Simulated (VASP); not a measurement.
# Cu (Pm-3m) in VASP: further runs

The runs below take Cu through single point, with PBE.

Everything below comes from runs of VASP 6.6.1. Logs are shortened: lines on timing, memory, paths and dates and some standing lists are left out, and cuts for length are marked.

## (1) The cell of the first run

The structure is cubic, space group Pm-3m (No. 221). The conventional cell has a = 2.186 Å, b = 2.186 Å, c = 2.186 Å, α = 90.00°, β = 90.00°, γ = 90.00°. Within 2.9 Å of Cu (site symmetry m-3m) lie 6 Cu at 2.19 Å.

## (2) Single point, PBE

Contents of INCAR:

```
  PREC = Accurate
  ENCUT = 520
  EDIFF = 1E-7
  ISMEAR = -1
  SIGMA = 0.05
  LREAL = F
  LASPH = T
  NELM = 80
  ALGO = Normal
  ISIF = 2
  LWAVE = F
  LCHARG = F
  GGA = PE
  NBANDS = 12
```

Contents of KPOINTS:

```
regular mesh
0
Gamma
  16 16 16
```

Contents of POSCAR:

```
Cu
1.0
    2.1856283719      0.0000000000      0.0000000000
    0.0000000000      2.1856283719      0.0000000000
    0.0000000000      0.0000000000      2.1856283719
Cu
1
Direct
    0.0000000000      0.0000000000      0.0000000000
```

Potentials or basis: VASP PAW PBE potentials, release 64 (Cu).

Run with:

```bash
$ cat potpaw_PBE.64/Cu/POTCAR > POTCAR
$ mpirun -np 1 vasp_std > vasp.out
```

OUTCAR:

```text
PREC = Accurate
   ENCUT = 520
   EDIFF = 1E-7
   ISMEAR = -1
   LREAL = F
   LASPH = T
   NELM = 80
   ISIF = 2
   GGA = PE

 ion  position               nearest neighbor table
   1  0.000  0.000  0.000-

  LATTYP: Found a simple cubic cell.
 ALAT       =     2.1856283719

  Lattice vectors:

 A1 = (   2.1856283719,   0.0000000000,   0.0000000000)
 A2 = (   0.0000000000,   2.1856283719,   0.0000000000)
 A3 = (   0.0000000000,   0.0000000000,   2.1856283719)

Analysis of symmetry for initial positions (statically):
=====================================================================
 Subroutine PRICEL returns:
 Original cell was already a primitive cell.

 Routine SETGRP: Setting up the symmetry group for a
 simple cubic supercell.

 Subroutine GETGRP returns: Found 48 space group operations
 (whereof 48 operations were pure point group operations)
 out of a pool of 48 trial point group operations.

The static configuration has the point symmetry O_h .

Analysis of symmetry for dynamics (positions and initial velocities):
=====================================================================
 Subroutine PRICEL returns:
 Original cell was already a primitive cell.

 Routine SETGRP: Setting up the symmetry group for a
 simple cubic supercell.

 Subroutine GETGRP returns: Found 48 space group operations
 (whereof 48 operations were pure point group operations)
 out of a pool of 48 trial point group operations.

The dynamic configuration has the point symmetry O_h .

 Subroutine INISYM returns: Found 48 space group operations
 (whereof 48 operations are pure point group operations),
 and found     1 'primitive' translations

----------------------------------------------------------------------------------------

                                     Primitive cell

  volume of cell :      10.4407

  direct lattice vectors                    reciprocal lattice vectors
     2.185628372  0.000000000  0.000000000     0.457534324  0.000000000  0.000000000
     0.000000000  2.185628372  0.000000000     0.000000000  0.457534324  0.000000000
     0.000000000  0.000000000  2.185628372     0.000000000  0.000000000  0.457534324

  length of vectors
     2.185628372  2.185628372  2.185628372     0.457534324  0.457534324  0.457534324

  position of ions in fractional coordinates (direct lattice)
     0.000000000  0.000000000  0.000000000

  ion indices of the primitive-cell ions
   primitive index   ion index
                 1           1

----------------------------------------------------------------------------------------
[... 80 lines left out ...]
   PSTRESS=    0.0 pullay stress
   NELECT =      11.0000    total number of electrons
   NUPDOWN=      -1.0000    fix difference up-down
   EMIN   =  10.00;   EMAX   =-10.00  energy-range for DOS
   EFERMI =   0.00;   METHOD = LEGACY
   ISMEAR =    -1;   SIGMA  =   0.05  broadening in eV -4-tet -1-fermi 0-gaus
   EFERMI_NEDOS =   21; number of points for ismear=-14 and -15
   IALGO  =     38    algorithm
   IMIX   =      4    mixing-type and parameters
     AMIX     =   0.40;   BMIX     =  1.00
     AMIX_MAG =   1.60;   BMIX_MAG =  1.00
  volume/ion in A,a.u.               =      10.44        70.46
  Fermi-wavevector in a.u.,A,eV,Ry     =   1.665825  3.147953 37.755804  2.774973
  Thomas-Fermi vector in A             =   2.752128
   LORBIT       =      0    0 simple, 1 ext, 2 COOP (PROOUT), +10 PAW based schemes
   GGA     = PE    functional components
   LHFCALC =     F    Hartree Fock is set to
   AEXX    =    0.0000 exact exchange contribution
   IVDW    =     0    specifies the selected vdW correction
   LEPSILON=     F    determine dielectric tensor
   LRPA    =     F    only Hartree local field effects (RPA)
 non-spin polarized calculation
  energy-cutoff  :      520.00
  volume of cell :       10.44
 maximum number of plane-waves:       300
   NGX =  9   NGY =  9   NGZ =  9

 number of electron      10.9999962 magnetization

 Free energy of the ion-electron system (eV)
  ---------------------------------------------------
  ext. energy  EPLUGINS =         0.00000000
  ---------------------------------------------------
  free energy    TOTEN  =        -2.76108673 eV

  energy without entropy =       -2.75973321  energy(sigma->0) =       -2.76040997

 E-fermi :   9.0233     XC(G=0): -13.3613

 val. band max:        8.9824170092   @ k =   0.3750   0.3125   0.0625
 cond. band min:       9.2965244524   @ k =   0.5000   0.1875   0.0000
 fundamental gap:      0.3141074432
 Fermi energy:         9.0233139490

 k-point     1 :       0.0000    0.0000    0.0000
  band No.  band energies     occupation
      1      -0.9977      2.00000
      2       3.8758      2.00000
      3       3.8758      2.00000
      4       7.6650      2.00000
      5       7.6650      2.00000
      6       7.6650      2.00000
      7      29.9641      0.00000
      8      29.9641      0.00000
      9      29.9641      0.00000
     10      33.9404      0.00000
     11      33.9404      0.00000
     12      39.2228      0.00000
[... 331 lines left out ...]
 k-point    24 :       0.5000    0.1250    0.0000
  band No.  band energies     occupation
      1       3.9708      2.00000
      2       4.6526      2.00000
      3       5.1820      2.00000
      4       6.4988      2.00000
      5       7.6057      2.00000
      6       8.3192      2.00000
      7      12.3693      0.00000
      8      31.8333      0.00000
      9      33.8762      0.00000
     10      37.0350      0.00000
     11      39.1901      0.00000
     12      40.9366      0.00000

 [... further k-points ...]

------------------------ aborting loop because EDIFF is reached ----------------------------------------

  FORCE on cell =-STRESS in cart. coord.  units (eV):
  Direction    XX          YY          ZZ          XY          YZ          ZX
  --------------------------------------------------------------------------------------
  -------------------------------------------------------------------------------------
  Total        3.9750482      3.9750482      3.9750482      0.0000000      0.0000000     -0.0000000
  in kB      609.9918413    609.9918413    609.9918413      0.0000000      0.0000000     -0.0000000
  external PRESSURE =     609.9918413 kB  Pullay stress =       0.0000000 kB

 VOLUME and BASIS-vectors are now :
 -----------------------------------------------------------------------------
  energy-cutoff  :      520.00
  volume of cell :       10.44
      direct lattice vectors                 reciprocal lattice vectors
     2.185628372  0.000000000  0.000000000     0.457534324  0.000000000  0.000000000
     0.000000000  2.185628372  0.000000000     0.000000000  0.457534324  0.000000000
     0.000000000  0.000000000  2.185628372     0.000000000  0.000000000  0.457534324

 POSITION                                       TOTAL-FORCE (eV/Angst)
 -----------------------------------------------------------------------------------
      0.00000      0.00000      0.00000         0.000000      0.000000      0.000000
 -----------------------------------------------------------------------------------
    total drift:                                0.000000     -0.000000      0.000000

  FREE ENERGIE OF THE ION-ELECTRON SYSTEM (eV)
  ---------------------------------------------------
  free  energy   TOTEN  =        -2.7610867302 eV

  energy  without entropy=       -2.7597332072  energy(sigma->0) =       -2.76040997
```

OSZICAR:

```text
N       E                     dE             d eps       ncg     rms          rms(c)
DAV:   1     0.422027732397E+02    0.42203E+02   -0.54137E+03  4556   0.159E+03
DAV:   2    -0.221343720044E+01   -0.44416E+02   -0.41073E+02  4040   0.208E+02
DAV:   3    -0.350580136140E+01   -0.12924E+01   -0.12861E+01  4592   0.392E+01
DAV:   4    -0.351324618585E+01   -0.74448E-02   -0.74437E-02  4388   0.268E+00
DAV:   5    -0.351331247672E+01   -0.66291E-04   -0.66289E-04  4636   0.257E-01    0.722E+00
DAV:   6    -0.299971968089E+01    0.51359E+00   -0.89939E+00  4596   0.614E+01    0.261E+00
DAV:   7    -0.277801512650E+01    0.22170E+00   -0.12566E+00  4604   0.229E+01    0.614E-01
DAV:   8    -0.276354805713E+01    0.14467E-01   -0.54470E-03  4668   0.127E+00    0.370E-01
DAV:   9    -0.276109866758E+01    0.24494E-02   -0.11589E-02  4792   0.194E+00    0.407E-02
DAV:  10    -0.276108677189E+01    0.11896E-04   -0.11391E-04  5720   0.195E-01    0.530E-03
DAV:  11    -0.276108678364E+01   -0.11747E-07   -0.15033E-06  5212   0.203E-02    0.106E-03
DAV:  12    -0.276108673020E+01    0.53435E-07   -0.97382E-08  2796   0.460E-03
   1 F= -.27610867E+01 E0= -.27604100E+01  d E =-.135352E-02
```

Run time: 7.9 s. Hardware: 1 thread of Intel Xeon 6975P-C, shared host; peak memory 0.12 GiB.

Results:

```yaml
Free_energy: -2.7611 eV
Pressure: 61.0 GPa
```

## (3) Single point, PBE

Contents of INCAR:

```
SYSTEM = Cu
PREC = Accurate
ENCUT = 520
EDIFF = 1E-6
ISMEAR = -1
SIGMA = 0.05
LREAL = .False.
LASPH = .True.
NELM = 80
ALGO = Normal
ISIF = 2
LWAVE = .False.
LCHARG = .False.
GGA = PE
NBANDS = 12
```

Contents of KPOINTS:

```
regular mesh
0
Gamma
  16 16 16
  0 0 0
```

POSCAR is that of step 2.

Potentials or basis: VASP PAW PBE potentials, release 64 (Cu).

Run with:

```bash
$ cat potpaw_PBE.64/Cu/POTCAR > POTCAR
$ mpirun -np 1 vasp_std > vasp.out
```

Run time: 8.4 s. Hardware: 1 thread of Intel Xeon 6975P-C, shared host; peak memory 0.13 GiB.

The run converged. Its results:

* Free energy: -2.7611 eV
* Pressure: 61.1 GPa

Levels at points of the mesh, in eV from the Fermi level:
| k point | band 3 | band 4 | band 5 | band 6 | band 7 | band 8 |
| --- | --- | --- | --- | --- | --- | --- |
| (0.00, 0.00, 0.00) | -5.15 | -1.36 | -1.36 | -1.36 | 20.94 | 20.94 |
| (0.50, 0.00, 0.00) | -2.56 | -2.56 | -2.30 | -1.25 | 3.26 | 26.10 |
| (0.50, 0.50, 0.00) | -2.32 | -2.32 | -0.53 | 4.88 | 4.88 | 11.50 |
| (0.50, 0.50, 0.50) | -4.76 | -0.47 | -0.47 | 12.49 | 12.49 | 12.49 |

## (4) Single point, PBE (volume scaled by 0.85)

Contents of INCAR:

```
PREC     = Accurate       # precision mode
ENCUT    = 520            # plane-wave cutoff, eV
EDIFF    = 1E-6           # SCF threshold, eV
ISMEAR   = -1             # smearing method
SIGMA    = 0.05           # smearing width, eV
LREAL    = False          # projectors in reciprocal space
LASPH    = True           # aspherical terms in the spheres
NELM     = 100            # most SCF steps
ALGO     = Normal         # electronic algorithm
ISIF     = 2              # what is computed and relaxed
LWAVE    = False          # write WAVECAR
LCHARG   = False          # write CHGCAR
GGA      = PE             # functional
NBANDS   = 12             # bands
```

Contents of KPOINTS:

```
regular mesh
0
Gamma
  16 16 16
```

Contents of POSCAR:

```
Cu
1.0
    2.2787440120      0.0000000000      0.0000000000
    0.0000000000      2.2787440120      0.0000000000
    0.0000000000      0.0000000000      2.2787440120
Cu
1
Direct
    0.0000000000      0.0000000000      0.0000000000
```

Run with:

```bash
$ cat potpaw_PBE.64/Cu/POTCAR > POTCAR
$ mpirun -np 1 vasp_std > vasp.out
```

It took 18 s on 1 thread of Intel Xeon 6975P-C, shared host; peak memory 0.13 GiB.

The run converged. Its results:

```
Free energy : -3.1216 eV
Pressure    : 25.6 GPa
```

Levels at points of the mesh, in eV from the Fermi level:
| k point | band 3 | band 4 | band 5 | band 6 | band 7 | band 8 |
| --- | --- | --- | --- | --- | --- | --- |
| (0.00, 0.00, 0.00) | -4.44 | -1.29 | -1.29 | -1.29 | 19.45 | 19.45 |
| (0.50, 0.00, 0.00) | -2.27 | -2.27 | -1.78 | -1.20 | 2.70 | 24.95 |
| (0.50, 0.50, 0.00) | -2.08 | -2.08 | -0.61 | 4.65 | 4.65 | 10.57 |
| (0.50, 0.50, 0.50) | -4.08 | -0.55 | -0.55 | 11.37 | 11.37 | 11.37 |

## (5) Single point, PBE (volume scaled by 0.95)

Contents of INCAR:

```
SYSTEM = Cu
PREC     = Accurate       ! precision mode
ENCUT    = 520            ! plane-wave cutoff, eV
EDIFF    = 1E-6           ! SCF threshold, eV
ISMEAR   = -1             ! smearing method
SIGMA    = 0.05           ! smearing width, eV
LREAL    = .FALSE.        ! projectors in reciprocal space
LASPH    = .TRUE.         ! aspherical terms in the spheres
NELM     = 100            ! most SCF steps
ALGO     = Normal         ! electronic algorithm
ISIF     = 2              ! what is computed and relaxed
LWAVE    = .FALSE.        ! write WAVECAR
LCHARG   = .TRUE.         ! write CHGCAR
GGA      = PE             ! functional
LELF     = .TRUE.         ! ELF
LVHAR    = .TRUE.       
NBANDS   = 12             ! bands
```

Contents of KPOINTS:

```
regular mesh
0
G
  16 16 16
  0 0 0
```

Contents of POSCAR:

```
Cu
1.0
    2.3648146126      0.0000000000      0.0000000000
    0.0000000000      2.3648146126      0.0000000000
    0.0000000000      0.0000000000      2.3648146126
Cu
1
Direct
    0.0000000000      0.0000000000      0.0000000000
```

Run with:

```bash
$ cat potpaw_PBE.64/Cu/POTCAR > POTCAR
$ mpirun -np 1 vasp_std > vasp.out
```

Run time: 17 s. Hardware: 1 thread of Intel Xeon 6975P-C, shared host; peak memory 0.13 GiB.

Results (log left out):

| Property | Result |
| --- | --- |
| Free energy | -3.2525 eV |
| Pressure | 6.6 GPa |

Levels at points of the mesh, in eV from the Fermi level:
```
           k point  band 1  band 2  band 3  band 4  band 5  band 6  band 7  band 8  band 9  band 10
(0.00, 0.00, 0.00)   -8.27   -3.93   -3.93   -1.26   -1.26   -1.26   18.17   18.17   18.17    21.66
(0.50, 0.00, 0.00)   -4.35   -3.58   -2.08   -2.08   -1.39   -1.18    2.24   23.90   24.89    24.89
(0.50, 0.50, 0.00)   -4.33   -3.33   -1.92   -1.92   -0.68    4.44    4.44    9.28   10.25    29.98
(0.50, 0.50, 0.50)   -3.59   -3.59   -3.59   -0.63   -0.63   10.47   10.47   10.47   13.57    15.81
```

## (6) Summary

```tsv
cell	gap on the mesh (eV)	pressure (GPa)
a = 2.186 Å, 1 atom	none	61.1
a = 2.279 Å, 1 atom	none	25.6
a = 2.365 Å, 1 atom	none	6.6
```

Alike in all rows: task single point; level PBE; potentials or basis VASP PAW PBE potentials, release 64 (Cu); no spin polarisation; k mesh 16 × 16 × 16; cutoff (eV) 520; smearing fermi-dirac 0.05 eV.

Total energies depend on the potentials used, so only differences within one code and one set of settings carry meaning.
